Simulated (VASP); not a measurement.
Crystal: IrRh2.

```
Ir Rh
1.0
     3.39663    0.00000    0.00000
    -1.69832    2.94157    0.00000
     0.00000    0.00000    3.66746
Ir Rh
1 2
Direct
  0.00000 0.00000 0.00000
  0.33333 0.66667 0.50000
  0.66667 0.33333 0.50000
```

| Item | Value |
| --- | --- |
| Program | VASP 6.6.1 |
| Task | relaxation of cell and atoms |
| Functional | PBE |
| Potentials or basis | VASP PAW PBE potentials, release 64 (Ir, Rh_pv) |
| Cutoff | 600 eV |
| k mesh | 6 × 6 × 6 |
| Occupations | gaussian, width 0.1 eV |
| Spin | no spin polarisation |

At the start: pressure 184.2 GPa; volume 12.21 Å³/atom.

Problem. Where does the relaxation end?

Solution. Over 20 steps the energy falls by 3706.4 meV/atom and the volume is 14.49 Å³/atom (+18.6 %); space group P6/mmm (No. 191, to 0.05 Å).

The path:
```tsv
step	energy change (eV)	largest force (eV/Å)	pressure (GPa)	volume (Å³)
1	0.0000	0.0000	184.22	36.64
2	11.8103	0.0000	-45.94	160.18
3	-4.5586	0.0000	-29.59	77.60
4	-6.5781	0.0000	-29.74	67.25
5	-8.1585	0.0000	2.59	50.60
6	-8.2250	0.0000	-12.82	54.67
7	-8.2968	0.0000	-8.75	53.33
8	-8.2974	0.0000	-7.41	52.96
9	-9.6592	0.0000	-5.92	48.21
10	14.4961	0.0000	420.14	29.97
11	-9.8650	0.0000	-5.07	47.43
12	-10.5383	0.0000	35.95	39.39
13	-10.7169	0.0000	0.95	44.28
14	-11.0311	0.0000	11.97	41.89
15	-11.0295	0.0000	13.73	41.64
16	-10.4601	0.0000	-13.60	46.94
17	-11.1050	0.0000	3.48	42.92
18	-11.1053	0.0000	3.98	42.85
19	-11.0930	0.0000	-4.97	44.37
20	-11.1192	0.0000	-0.06	43.47
```

Final structure:
```
Ir Rh
1.0
     4.31765    0.00000    0.00000
    -2.15882    3.73919    0.00000
     0.00000    0.00000    2.69277
Ir Rh
1 2
Cartesian
  0.0000 0.0000 0.0000
  0.0000 2.4928 1.3464
  2.1588 1.2464 1.3464
```

Caveat: the volume moved by over 15 % at a fixed basis, so the end points are rough.
